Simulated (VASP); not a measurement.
# Bi2Se3 (R-3m) in VASP: density of states with PBE

Aim: the density of states of Bi2Se3 with PBE.

All numbers are computed with VASP 6.6.1; they aren't measurements. Logs are shortened: lines on timing, memory, paths and dates and some standing lists are left out, and cuts for length are marked.

### 1 The cell of the first run

The structure is trigonal, space group R-3m (No. 166). Conventional cell: a = 4.187 Å, b = 4.187 Å, c = 31.301 Å, α = 90.00°, β = 90.00°, γ = 120.00°. Within 3.8 Å of Bi (site symmetry 3m) lie 6 Se at 2.88 to 3.11 Å. Se (site symmetry -3m) has 6 Bi at 3.11 Å within 4.1 Å. Se (site symmetry 3m) has 3 Bi at 2.88 Å within 3.8 Å.

### 2 Density of states, PBE

POSCAR

```
Bi2Se3
1.0
    2.0936586604      1.2087743911     10.4338065682
   -2.0936586604      1.2087743911     10.4338065682
    0.0000000000     -2.4175487823     10.4338065682
Bi Se
2 3
Direct
    0.3955953800      0.3955953800      0.3955953800
    0.6044046200      0.6044046200      0.6044046200
    0.0000000000      0.0000000000      0.0000000000
    0.2210282319      0.2210282319      0.2210282319
    0.7789717681      0.7789717681      0.7789717681
```

INCAR.step1

```
SYSTEM = Bi2Se3
  PREC = Accurate
  ENCUT = 520
  EDIFF = 1E-6
  ISMEAR = 0
  SIGMA = 0.02
  LREAL = .False.
  LASPH = .True.
  NELM = 60
  ALGO = Normal
  ISIF = 2
  LWAVE = .False.
  LCHARG = .True.
  GGA = PE
  NBANDS = 32
```

KPOINTS.step1

```
regular mesh
0
Gamma
  6 6 6
  0 0 0
```

INCAR.step2

```
SYSTEM = Bi2Se3
  PREC = Accurate
  ENCUT = 520
  EDIFF = 1E-6
  ISMEAR = -5
  SIGMA = 0.02
  LREAL = .False.
  LASPH = .True.
  NELM = 60
  ALGO = Normal
  ISIF = 2
  LWAVE = .False.
  LCHARG = .False.
  GGA = PE
  LORBIT = 11
  NEDOS = 2001
  ICHARG = 11
```

KPOINTS.step2

```
regular mesh
0
Gamma
  9 9 9
  0 0 0
```

Potentials or basis: VASP PAW PBE potentials, release 64 (Bi_d, Se).

The run is started by

```
> cat potpaw_PBE.64/Bi_d/POTCAR potpaw_PBE.64/Se/POTCAR > POTCAR
> cp INCAR.step1 INCAR
> cp KPOINTS.step1 KPOINTS
> mpirun -np 1 vasp_std > vasp.out
> cp INCAR.step2 INCAR
> cp KPOINTS.step2 KPOINTS
> mpirun -np 1 vasp_std > vasp.out
```

OUTCAR:

```text
SYSTEM = Bi2Se3
   PREC = Accurate
   ENCUT = 520
   EDIFF = 1E-6
   ISMEAR = -5
   LREAL = .False.
   LASPH = .True.
   NELM = 60
   ISIF = 2
   GGA = PE
   LORBIT = 11
   ICHARG = 11

 ion  position               nearest neighbor table
   1  0.396  0.396  0.396-   5 2.88   5 2.88   5 2.88   3 3.11   3 3.11   3 3.11
   2  0.604  0.604  0.604-   4 2.88   4 2.88   4 2.88   3 3.11   3 3.11   3 3.11
   3  0.000  0.000  0.000-   2 3.11   1 3.11   2 3.11   2 3.11   1 3.11   1 3.11
   4  0.221  0.221  0.221-   2 2.88   2 2.88   2 2.88
   5  0.779  0.779  0.779-   1 2.88   1 2.88   1 2.88

  LATTYP: Found a trigonal (rhomboedric) cell.
 ALAT       =    10.7102222954
 COS(alpha) =     0.9235733574

  Lattice vectors:

 A1 = (   2.0936586604,   1.2087743911,  10.4338065682)
 A2 = (  -2.0936586604,   1.2087743911,  10.4338065682)
 A3 = (   0.0000000000,  -2.4175487823,  10.4338065682)

Analysis of symmetry for initial positions (statically):
=====================================================================
 Subroutine PRICEL returns:
 Original cell was already a primitive cell.

 Routine SETGRP: Setting up the symmetry group for a
 trigonal (rhombohedral) supercell.

 Subroutine GETGRP returns: Found 12 space group operations
 (whereof 12 operations were pure point group operations)
 out of a pool of 12 trial point group operations.

The static configuration has the point symmetry D_3d.

Analysis of symmetry for dynamics (positions and initial velocities):
=====================================================================
 Subroutine PRICEL returns:
 Original cell was already a primitive cell.

 Routine SETGRP: Setting up the symmetry group for a
 trigonal (rhombohedral) supercell.

 Subroutine GETGRP returns: Found 12 space group operations
 (whereof 12 operations were pure point group operations)
 out of a pool of 12 trial point group operations.

The dynamic configuration has the point symmetry D_3d.

 Subroutine INISYM returns: Found 12 space group operations
 (whereof 12 operations are pure point group operations),
 and found     1 'primitive' translations

----------------------------------------------------------------------------------------

                                     Primitive cell

  volume of cell :     158.4328

  direct lattice vectors                    reciprocal lattice vectors
     2.093658660  1.208774391 10.433806568     0.238816388  0.137880706  0.031947433
    -2.093658660  1.208774391 10.433806568    -0.238816388  0.137880706  0.031947433
[... 100 lines left out ...]
   ISYM   =      2    0-nonsym 1-usesym 2-fastsym
   POTIM  = 0.5000    time-step for ionic-motion
   TEBEG  =    0.0;   TEEND  =   0.0 temperature during run
   PSTRESS=    0.0 pullay stress
   NELECT =      48.0000    total number of electrons
   NUPDOWN=      -1.0000    fix difference up-down
   EMIN   =  10.00;   EMAX   =-10.00  energy-range for DOS
   EFERMI =   0.00;   METHOD = LEGACY
   ISMEAR =    -5;   SIGMA  =   0.02  broadening in eV -4-tet -1-fermi 0-gaus
   EFERMI_NEDOS =   21; number of points for ismear=-14 and -15
   IALGO  =     38    algorithm
   IMIX   =      4    mixing-type and parameters
     AMIX     =   0.40;   BMIX     =  1.00
     AMIX_MAG =   1.60;   BMIX_MAG =  1.00
  volume/ion in A,a.u.               =      31.69       213.83
  Fermi-wavevector in a.u.,A,eV,Ry     =   1.099529  2.077809 16.448967  1.208965
  Thomas-Fermi vector in A             =   2.235925
   LORBIT       =     11    0 simple, 1 ext, 2 COOP (PROOUT), +10 PAW based schemes
   GGA     = PE    functional components
   LHFCALC =     F    Hartree Fock is set to
   AEXX    =    0.0000 exact exchange contribution
   IVDW    =     0    specifies the selected vdW correction
   LEPSILON=     F    determine dielectric tensor
   LRPA    =     F    only Hartree local field effects (RPA)
 non-spin polarized calculation
 Fermi weights with tetrahedron method with Bloechl corrections
  energy-cutoff  :      520.00
  volume of cell :      158.43
 maximum number of plane-waves:      4293

 number of electron      47.9999997 magnetization

 Free energy of the ion-electron system (eV)
  ---------------------------------------------------
  ext. energy  EPLUGINS =         0.00000000
  ---------------------------------------------------
  free energy    TOTEN  =       -20.23833472 eV

  energy without entropy =      -20.23833472  energy(sigma->0) =      -20.23833472

 E-fermi :   3.3743     XC(G=0):  -8.8823

 val. band max:        3.3701495957   @ k =  -0.4444   0.3333   0.3333
 cond. band min:       4.0766819360   @ k =   0.0000   0.0000   0.0000
 fundamental gap:      0.7065323404
 Fermi energy:         3.3743024987

 k-point     1 :       0.0000    0.0000    0.0000
  band No.  band energies     occupation
      1     -19.2873      2.00000
      2     -19.2873      2.00000
      3     -19.2857      2.00000
      4     -19.2857      2.00000
      5     -19.2806      2.00000
      6     -19.2785      2.00000
[... 733 lines left out ...]
     27       6.1962      0.00000
     28       6.7431      0.00000

 [... further k-points ...]
[... 5 lines left out ...]
  --------------------------------------------------------------------------------------
  -------------------------------------------------------------------------------------
  Total        0.0799517      0.0799517      0.0034859     -0.0000000     -0.0000000      0.0000000
  in kB        0.8085239      0.8085239      0.0352515     -0.0000000     -0.0000000      0.0000000
  external PRESSURE =       0.5507664 kB  Pullay stress =       0.0000000 kB

 VOLUME and BASIS-vectors are now :
 -----------------------------------------------------------------------------
  energy-cutoff  :      520.00
  volume of cell :      158.43
      direct lattice vectors                 reciprocal lattice vectors
     2.093658660  1.208774391 10.433806568     0.238816388  0.137880706  0.031947433
    -2.093658660  1.208774391 10.433806568    -0.238816388  0.137880706  0.031947433
     0.000000000 -2.417548782 10.433806568     0.000000000 -0.275761412  0.031947433

 POSITION                                       TOTAL-FORCE (eV/Angst)
 -----------------------------------------------------------------------------------
      0.00000     -0.00000     12.38270         0.000000     -0.000000      0.013710
      0.00000     -0.00000     18.91872         0.000000      0.000000     -0.013710
      0.00000      0.00000      0.00000        -0.000000     -0.000000     -0.000000
      0.00000     -0.00000      6.91850         0.000000     -0.000000      0.006362
      0.00000     -0.00000     24.38292         0.000000      0.000000     -0.006362
 -----------------------------------------------------------------------------------
    total drift:                               -0.000000      0.000000     -0.000000

  FREE ENERGIE OF THE ION-ELECTRON SYSTEM (eV)
  ---------------------------------------------------
  free  energy   TOTEN  =       -20.2383347208 eV

  energy  without entropy=      -20.2383347208  energy(sigma->0) =      -20.23833472

 total charge

# of ion       s       p       d       tot
------------------------------------------
    1        1.622   1.038   9.957  12.617
    2        1.622   1.038   9.957  12.617
    3        1.469   2.316   0.018   3.804
    4        1.484   2.267   0.018   3.770
    5        1.484   2.267   0.018   3.770
--------------------------------------------------
tot          7.682   8.927  19.970  36.578
```

OSZICAR.step1:

```text
N       E                     dE             d eps       ncg     rms          rms(c)
DAV:   1     0.462403672296E+03    0.46240E+03   -0.22756E+04  2048   0.151E+03
DAV:   2     0.331373451277E+02   -0.42927E+03   -0.41043E+03  2128   0.395E+02
DAV:   3    -0.188290288946E+02   -0.51966E+02   -0.49466E+02  2664   0.147E+02
DAV:   4    -0.210375395051E+02   -0.22085E+01   -0.21979E+01  2264   0.325E+01
DAV:   5    -0.211177472117E+02   -0.80208E-01   -0.80198E-01  2984   0.624E+00    0.501E+00
DAV:   6    -0.202164526722E+02    0.90129E+00   -0.12187E+00  2792   0.764E+00    0.301E+00
DAV:   7    -0.202272094622E+02   -0.10757E-01   -0.38582E-01  2288   0.255E+00    0.163E+00
DAV:   8    -0.202344299919E+02   -0.72205E-02   -0.43097E-02  2456   0.115E+00    0.536E-01
DAV:   9    -0.202354556902E+02   -0.10257E-02   -0.20485E-03  2872   0.429E-01    0.135E-01
DAV:  10    -0.202356628318E+02   -0.20714E-03   -0.10716E-03  2384   0.164E-01    0.582E-02
DAV:  11    -0.202357226643E+02   -0.59832E-04   -0.12791E-04  2368   0.730E-02    0.328E-02
DAV:  12    -0.202357585369E+02   -0.35873E-04   -0.57820E-05  2240   0.365E-02    0.688E-03
DAV:  13    -0.202357596912E+02   -0.11543E-05   -0.31303E-06  2256   0.149E-02    0.424E-03
DAV:  14    -0.202357595695E+02    0.12164E-06   -0.79712E-07  1552   0.580E-03
   1 F= -.20235760E+02 E0= -.20235760E+02  d E =-.944129E-16
```

It took 42 min on 1 thread of Intel Xeon Platinum 8259CL at 2.50GHz (Skylake/Cascade Lake), shared host; peak memory 1.1 GiB.

What came out:

| Quantity | Value |
| --- | --- |
| Valence electrons inside the program's atomic spheres | Bi 12.62; Se 3.80, 3.77 |

Caveat: spin-orbit coupling is left out, which moves the levels of the heavy elements.
